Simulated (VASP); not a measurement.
Wanted: the native input for a VASP 6.6.1 run.

```yaml
Task: single point
Functional: LDA
Potentials_or_basis: VASP PAW LDA potentials, release 64 (Cd)
Cutoff: 520 eV
k_mesh: 11 × 11 × 11
Occupations: fermi-dirac, width 0.01 eV
Spin: no spin polarisation
Dipole_correction: no
Further_INCAR_settings: ALGO = Normal; EDIFF = 1e-07; NBANDS = 12
```

The structure of Cd lies in POSCAR:

```
Cd
1.0
    3.0735460000      0.0000000000      0.0000000000
    1.3909568070      2.7407889695      0.0000000000
    1.3909568070      0.8539179475      2.6043710016
Cd
1
Direct
    0.0000000000      0.0000000000      0.0000000000
```

One way to write it, as run:

INCAR

```
ALGO = Normal
EDIFF = 1E-7
ENCUT = 520
GGA = CA
ISIF = 2
ISMEAR = -1
LASPH = True
LCHARG = False
LREAL = False
LWAVE = False
NBANDS = 12
NELM = 100
PREC = Accurate
SIGMA = 0.01
```

KPOINTS

```
k-points
0
Gamma
  11 11 11
```

Potentials or basis: VASP PAW LDA potentials, release 64 (Cd).

The run is started by

```sh
$ cat potpaw_LDA.64/Cd/POTCAR > POTCAR
$ mpirun -np 1 vasp_std > vasp.out
```

It gave:

| Property | Result |
| --- | --- |
| Pressure | -4.5 GPa |
| Band gap on the k mesh | zero (bands 6 and 7 overlap by 2.66 eV) |

Caveat: the cell stands under tension.

Wall time 50 s on 1 thread of AMD EPYC 7R43 64-Core Processor (Zen 3), with other jobs on the host, peak memory 0.11 GiB.
